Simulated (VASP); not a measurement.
A run of VASP 6.6.1:

Contents of INCAR:

```
PREC     = Accurate       # precision mode
ENCUT    = 520            # plane-wave cutoff, eV
EDIFF    = 1E-8           # SCF threshold, eV
ISMEAR   = -1             # smearing method
SIGMA    = 0.05           # smearing width, eV
LREAL    = F              # projectors in reciprocal space
LASPH    = T              # aspherical terms in the spheres
NELM     = 60             # most SCF steps
ALGO     = Normal         # electronic algorithm
ISIF     = 2              # what is computed and relaxed
LWAVE    = F              # write WAVECAR
LCHARG   = F              # write CHGCAR
GGA      = PS             # functional
LEFG     = T            
NBANDS   = 21             # bands
```

File KPOINTS:

```
Automatic mesh
0
Gamma
  11 11 11
```

Contents of POSCAR:

```
Ge
1.0
    0.0000000000      2.8193091601      2.8193091601
    2.8193091601      0.0000000000      2.8193091601
    2.8193091601      2.8193091601      0.0000000000
Ge
2
Direct
    0.5000000000      0.5000000000      0.5000000000
    0.7500000000      0.7500000000      0.7500000000
```

Potentials or basis: VASP PAW PBE potentials, release 64 (Ge_d).

The run is started by

```sh
$ cat potpaw_PBE.64/Ge_d/POTCAR > POTCAR
$ mpirun -np 1 vasp_std > vasp.out
```

Hardware: 1 thread of Intel(R) Xeon(R) Platinum 8259CL CPU @ 2.50GHz (Skylake/Cascade Lake), on a shared host.

Question: How long does it take, and how much memory?

Answer: It took 50 s on 1 thread of Intel(R) Xeon(R) Platinum 8259CL CPU @ 2.50GHz (Skylake/Cascade Lake), on a shared host, peak memory 0.19 GiB. Counts: scf iterations 15, k points 56.
